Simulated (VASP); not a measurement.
# ZnGaH (Pmma) in VASP: single point with PBE

Aim: the single point of ZnGaH with PBE.

Program: VASP 6.6.1. These are calculated values, not measurements. Logs are shortened: lines on timing, memory, paths and dates and some standing lists are left out, and cuts for length are marked.

**1. The cell of the first run**

The structure is orthorhombic, space group Pmma (No. 51). Conventional cell: a = 7.001 Å, b = 2.687 Å, c = 4.654 Å, α = 90.00°, β = 90.00°, γ = 90.00°. Within 3.6 Å of Zn (site symmetry 2/m) lie 4 Zn at 2.69 to 3.50 Å and 4 Ga at 2.69 Å and 8 H at 3.01 to 3.41 Å. Within 2.4 Å of Ga (site symmetry 2/m) lie 2 H at 1.77 Å. Within 2.4 Å of H (site symmetry mm2) lie 2 Ga at 1.77 Å.

**2. Single point, PBE**

INCAR

```
PREC = Accurate
ENCUT = 520
EDIFF = 1E-6
ISMEAR = 0
SIGMA = 0.1
LREAL = False
LASPH = True
NELM = 60
ALGO = Normal
ISIF = 2
LWAVE = False
LCHARG = False
GGA = PE
NBANDS = 35
```

KPOINTS

```
Automatic mesh
0
Gamma
  6 14 8
```

POSCAR

```
ZnGaH
1.0
    7.0011268000      0.0000000000      0.0000000000
    0.0000000000      2.6865457769      0.0000000000
    0.0000000000      0.0000000000      4.6543431599
Zn Ga H
2 2 2
Direct
    0.0000000000      0.5000000000      0.0000000000
    0.5000000000      0.5000000000      0.0000000000
    0.0000000000      0.0000000000      0.5000000000
    0.5000000000      0.0000000000      0.5000000000
    0.7500000000      0.0000000000      0.5596598736
    0.2500000000      0.0000000000      0.4403401264
```

Potentials or basis: VASP PAW PBE potentials, release 64 (Zn, Ga_d, H).

Started as:

```bash
cat potpaw_PBE.64/Zn/POTCAR potpaw_PBE.64/Ga_d/POTCAR potpaw_PBE.64/H/POTCAR > POTCAR
mpirun -np 1 vasp_std > vasp.out
```

OUTCAR:

```text
PREC = Accurate
   ENCUT = 520
   EDIFF = 1E-6
   ISMEAR = 0
   LREAL = False
   LASPH = True
   NELM = 60
   ISIF = 2
   GGA = PE

 ion  position               nearest neighbor table
   1  0.000  0.500  0.000-   3 2.69   3 2.69   3 2.69   3 2.69
   2  0.500  0.500  0.000-   4 2.69   4 2.69   4 2.69   4 2.69
   3  0.000  0.000  0.500-   5 1.77   6 1.77   1 2.69   1 2.69   1 2.69   1 2.69
   4  0.500  0.000  0.500-   5 1.77   6 1.77   2 2.69   2 2.69   2 2.69   2 2.69
   5  0.750  0.000  0.560-   3 1.77   4 1.77
   6  0.250  0.000  0.440-   3 1.77   4 1.77

  LATTYP: Found a simple orthorhombic cell.
 ALAT       =     2.6865457769
 B/A-ratio  =     1.7324637458
 C/A-ratio  =     2.6059957214

  Lattice vectors:

 A1 = (   0.0000000000,   2.6865457769,   0.0000000000)
 A2 = (   0.0000000000,   0.0000000000,   4.6543431599)
 A3 = (   7.0011268000,   0.0000000000,   0.0000000000)

Analysis of symmetry for initial positions (statically):
=====================================================================
 Subroutine PRICEL returns:
 Original cell was already a primitive cell.

 Routine SETGRP: Setting up the symmetry group for a
 simple orthorhombic supercell.

 Subroutine GETGRP returns: Found  8 space group operations
 (whereof  4 operations were pure point group operations)
 out of a pool of  8 trial point group operations.

The static configuration has the point symmetry C_2h.
 The point group associated with its full space group is D_2h.

Analysis of symmetry for dynamics (positions and initial velocities):
=====================================================================
 Subroutine PRICEL returns:
 Original cell was already a primitive cell.

 Routine SETGRP: Setting up the symmetry group for a
 simple orthorhombic supercell.

 Subroutine GETGRP returns: Found  8 space group operations
 (whereof  4 operations were pure point group operations)
 out of a pool of  8 trial point group operations.

The dynamic configuration has the point symmetry C_2h.
 The point group associated with its full space group is D_2h.

 Subroutine INISYM returns: Found  8 space group operations
 (whereof  4 operations are pure point group operations),
 and found     1 'primitive' translations

----------------------------------------------------------------------------------------

                                     Primitive cell

  volume of cell :      87.5428

  direct lattice vectors                    reciprocal lattice vectors
     7.001126800  0.000000000  0.000000000     0.142834151  0.000000000  0.000000000
     0.000000000  2.686545777  0.000000000     0.000000000  0.372225185  0.000000000
     0.000000000  0.000000000  4.654343160     0.000000000  0.000000000  0.214853088

  length of vectors
     7.001126800  2.686545777  4.654343160     0.142834151  0.372225185  0.214853088

  position of ions in fractional coordinates (direct lattice)
     0.000000000  0.500000000  0.000000000
     0.500000000  0.500000000  0.000000000
     0.000000000  0.000000000  0.500000000
     0.500000000  0.000000000  0.500000000
     0.750000000  0.000000000  0.559659874
     0.250000000  0.000000000  0.440340126

  ion indices of the primitive-cell ions
   primitive index   ion index
                 1           1
                 2           2
                 3           3
                 4           4
                 5           5
                 6           6

----------------------------------------------------------------------------------------

 KPOINTS: Automatic mesh

Automatic generation of k-mesh.
 Grid dimensions read from file:
 generate k-points for:    6   14    8

 Generating k-lattice:

  Cartesian coordinates                     Fractional coordinates (reciprocal lattice)
     0.023805692  0.000000000  0.000000000     0.166666667  0.000000000  0.000000000
     0.000000000  0.026587513  0.000000000     0.000000000  0.071428571  0.000000000
     0.000000000  0.000000000  0.026856636     0.000000000  0.000000000  0.125000000

  Length of vectors
     0.023805692  0.026587513  0.026856636

  Shift w.r.t. Gamma in fractional coordinates (k-lattice)
     0.000000000  0.000000000  0.000000000

 Subroutine IBZKPT returns following result:
 ===========================================

 Found    160 irreducible k-points:

 Following reciprocal coordinates:
            Coordinates               Weight
  0.000000  0.000000  0.000000      1.000000
  0.166667  0.000000  0.000000      2.000000
  0.333333  0.000000  0.000000      2.000000
  0.500000  0.000000  0.000000      1.000000
  0.000000  0.071429  0.000000      2.000000
  0.166667  0.071429  0.000000      4.000000
[... 16 lines left out ...]
  0.333333  0.357143  0.000000      4.000000
  0.500000  0.357143  0.000000      2.000000
 [... further k-points ...]
   k-points           NKPTS =    160   k-points in BZ     NKDIM =    160   number of bands    NBANDS=     35
   number of dos      NEDOS =    301   number of ions     NIONS =      6
   total plane-waves  NPLWV =  38880
   dimension x,y,z NGX =    54 NGY =   20 NGZ =   36
   dimension x,y,z NGXF=   108 NGYF=   40 NGZF=   72
   ions per type =               2   2   2
   NGX,Y,Z   is equivalent  to a cutoff of  12.82, 12.38, 12.86 a.u.
   NGXF,Y,Z  is equivalent  to a cutoff of  25.65, 24.75, 25.72 a.u.
 SYSTEM =  unknown system
   PREC   = accura    normal or accurate (medium, high low for compatibility)
   ISTART =      0    job   : 0-new  1-cont  2-samecut
   ICHARG =      2    charge: 1-file 2-atom 10-const
   ISPIN  =      1    spin polarized calculation?
   LNONCOLLINEAR =      F non collinear calculations
   LSORBIT =      F    spin-orbit coupling
   LASPH  =      T    aspherical Exc in radial PAW
   ENCUT  =  520.0 eV  38.22 Ry    6.18 a.u.  13.02  5.00  8.65*2*pi/ulx,y,z
   NELM   =     60;   NELMIN=  2; NELMDL= -5     # of ELM steps
   EDIFF  = 0.1E-05   stopping-criterion for ELM
   LREAL  =      F    real-space projection
[... 7 lines left out ...]
   TEBEG  =    0.0;   TEEND  =   0.0 temperature during run
   PSTRESS=    0.0 pullay stress
   NELECT =      52.0000    total number of electrons
   NUPDOWN=      -1.0000    fix difference up-down
   EMIN   =  10.00;   EMAX   =-10.00  energy-range for DOS
   EFERMI =   0.00;   METHOD = LEGACY
   ISMEAR =     0;   SIGMA  =   0.10  broadening in eV -4-tet -1-fermi 0-gaus
   EFERMI_NEDOS =   21; number of points for ismear=-14 and -15
   IALGO  =     38    algorithm
   IMIX   =      4    mixing-type and parameters
     AMIX     =   0.40;   BMIX     =  1.00
     AMIX_MAG =   1.60;   BMIX_MAG =  1.00
  volume/ion in A,a.u.               =      14.59        98.46
  Fermi-wavevector in a.u.,A,eV,Ry     =   1.376160  2.600566 25.766954  1.893818
  Thomas-Fermi vector in A             =   2.501430
   LORBIT       =      0    0 simple, 1 ext, 2 COOP (PROOUT), +10 PAW based schemes
   GGA     = PE    functional components
   LHFCALC =     F    Hartree Fock is set to
   AEXX    =    0.0000 exact exchange contribution
   IVDW    =     0    specifies the selected vdW correction
   LEPSILON=     F    determine dielectric tensor
   LRPA    =     F    only Hartree local field effects (RPA)
 non-spin polarized calculation
 Gauss-broadening in eV      SIGMA  =   0.10
  energy-cutoff  :      520.00
  volume of cell :       87.54
 maximum number of plane-waves:      2390
 NGX is ok and might be reduce to    54
   NGX = 27   NGY =  9   NGZ = 17

 number of electron      51.9999997 magnetization

 Free energy of the ion-electron system (eV)
  ---------------------------------------------------
  ext. energy  EPLUGINS =         0.00000000
  ---------------------------------------------------
  free energy    TOTEN  =       -13.32954240 eV

  energy without entropy =      -13.32256016  energy(sigma->0) =      -13.32605128

 E-fermi :   2.8962     XC(G=0): -10.1644

 val. band max:        2.8895292590   @ k =   0.0000   0.5000   0.3750
 cond. band min:       2.8983797706   @ k =   0.3333   0.0000   0.1250
 fundamental gap:      0.0088505116
 Fermi energy:         2.8961968164

 k-point     1 :       0.0000    0.0000    0.0000
  band No.  band energies     occupation
      1     -12.2864      2.00000
      2     -12.2457      2.00000
      3     -12.1363      2.00000
      4     -12.0161      2.00000
      5     -11.9874      2.00000
      6     -11.9556      2.00000
[... 27 lines left out ...]
     34      13.4202      0.00000
     35      13.5796      0.00000

 k-point     2 :       0.1667    0.0000    0.0000
  band No.  band energies     occupation
      1     -12.2819      2.00000
      2     -12.2472      2.00000
      3     -12.1297      2.00000
      4     -12.0250      2.00000
      5     -11.9853      2.00000
      6     -11.9578      2.00000
[... 27 lines left out ...]
     34      12.9028      0.00000
     35      14.0265      0.00000

 k-point     3 :       0.3333    0.0000    0.0000
  band No.  band energies     occupation
      1     -12.2711      2.00000
      2     -12.2519      2.00000
      3     -12.1102      2.00000
      4     -12.0490      2.00000
      5     -11.9795      2.00000
      6     -11.9637      2.00000
[... 27 lines left out ...]
     34      13.0961      0.00000
     35      13.7321      0.00000
[... 723 lines left out ...]
 k-point    23 :       0.3333    0.3571    0.0000
  band No.  band energies     occupation
      1     -12.0850      2.00000
      2     -12.0837      2.00000
      3     -12.0825      2.00000
      4     -12.0245      2.00000
      5     -12.0089      2.00000
      6     -12.0035      2.00000
[... 27 lines left out ...]
     34      10.0938      0.00000
     35      10.3755      0.00000

 k-point    24 :       0.5000    0.3571    0.0000
  band No.  band energies     occupation
      1     -12.0839      2.00000
      2     -12.0839      2.00000
      3     -12.0463      2.00000
      4     -12.0463      2.00000
      5     -12.0117      2.00000
      6     -12.0117      2.00000
[... 27 lines left out ...]
     34       9.8163      0.00000
     35      10.4855      0.00000

 [... further k-points ...]

------------------------ aborting loop because EDIFF is reached ----------------------------------------

  FORCE on cell =-STRESS in cart. coord.  units (eV):
  Direction    XX          YY          ZZ          XY          YZ          ZX
  --------------------------------------------------------------------------------------
  -------------------------------------------------------------------------------------
  Total        0.0042498      0.0499179      0.0740829      0.0000000      0.0000000      0.0000000
  in kB        0.0777784      0.9135786      1.3558381      0.0000000      0.0000000      0.0000000
  external PRESSURE =       0.7823984 kB  Pullay stress =       0.0000000 kB

 VOLUME and BASIS-vectors are now :
 -----------------------------------------------------------------------------
  energy-cutoff  :      520.00
  volume of cell :       87.54
      direct lattice vectors                 reciprocal lattice vectors
     7.001126800  0.000000000  0.000000000     0.142834151  0.000000000  0.000000000
     0.000000000  2.686545777  0.000000000     0.000000000  0.372225185  0.000000000
     0.000000000  0.000000000  4.654343160     0.000000000  0.000000000  0.214853088

 POSITION                                       TOTAL-FORCE (eV/Angst)
 -----------------------------------------------------------------------------------
      0.00000      1.34327      0.00000         0.000000      0.000000     -0.000000
      3.50056      1.34327      0.00000         0.000000      0.000000     -0.000000
      0.00000      0.00000      2.32717         0.000000      0.000000     -0.000000
      3.50056      0.00000      2.32717         0.000000      0.000000     -0.000000
      5.25085      0.00000      2.60485         0.000000     -0.000000      0.001656
      1.75028      0.00000      2.04949         0.000000      0.000000     -0.001656
 -----------------------------------------------------------------------------------
    total drift:                                0.000000      0.000000      0.000000

  FREE ENERGIE OF THE ION-ELECTRON SYSTEM (eV)
  ---------------------------------------------------
  free  energy   TOTEN  =       -13.3295423994 eV

  energy  without entropy=      -13.3225601634  energy(sigma->0) =      -13.32605128
```

Run time: 5.4 min. Hardware: 1 thread of AMD EPYC 7R43 (Zen 3), shared host; peak memory 0.48 GiB.

Results:

```
Free energy            : -13.3295 eV
Pressure               : 0.1 GPa
Band gap on the k mesh : zero (bands 26 and 27 overlap by 2.18 eV)
```

Stress tensor (GPa, compression positive):
```
0.01 0.00 0.00
0.00 0.09 0.00
0.00 0.00 0.14
```

Levels at points of the mesh, in eV from the Fermi level:
```tsv
k point	band 23	band 24	band 25	band 26	band 27	band 28	band 29	band 30
(0.00, 0.00, 0.00)	-6.69	-2.88	-2.54	-1.32	0.02	0.90	2.12	2.17
(0.50, 0.00, 0.00)	-3.82	-3.82	-1.93	-1.93	-1.30	-1.30	3.97	3.97
(0.00, 0.50, 0.00)	-3.61	-3.25	-2.24	0.87	2.06	3.16	3.28	3.87
(0.50, 0.50, 0.00)	-3.08	-3.08	-0.55	-0.55	3.56	3.56	3.57	3.57
(0.00, 0.00, 0.50)	-6.89	-5.74	-5.07	-1.39	1.68	3.23	5.39	6.31
(0.50, 0.00, 0.50)	-6.17	-6.17	-2.75	-2.75	1.32	1.32	6.49	6.49
(0.00, 0.50, 0.50)	-3.00	-1.93	-1.81	-1.50	-0.81	-0.79	1.12	3.32
(0.50, 0.50, 0.50)	-2.48	-2.48	-1.53	-1.53	-0.17	-0.17	1.11	1.11
```
